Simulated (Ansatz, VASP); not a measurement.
## One calculation of LaAs, two programs

```xyz
2
Lattice="0.0000 3.1226 3.1226 3.1226 0.0000 3.1226 3.1226 3.1226 0.0000" Properties=species:S:1:pos:R:3 pbc="T T T"
La    0.0000    0.0000    0.0000
As    3.1226    3.1226    3.1226
```

Change from the starting cell: volume scaled by 1.06.

Alike in both runs: task single point; functional PBEsol; k mesh 12 × 12 × 12; occupations fermi-dirac, width 0.05 eV; no spin polarisation.

|  | VASP | Ansatz |
| --- | --- | --- |
| version | VASP 6.6.1 | Ansatz 0.2.0 |
| potentials or method | VASP PAW PBE potentials, release 64 (La, As), cutoff 520 eV | all-electron LAPW, scalar-relativistic |

|  | VASP | Ansatz | Ansatz less VASP |
| --- | --- | --- | --- |
| pressure (GPa) | -4.1 | -4.1 | +0.02 |

VASP's potentials were made for PBE, not for PBEsol. Ansatz ran all-electron here, and VASP with PAW potentials.

Neither program's run includes spin-orbit coupling.
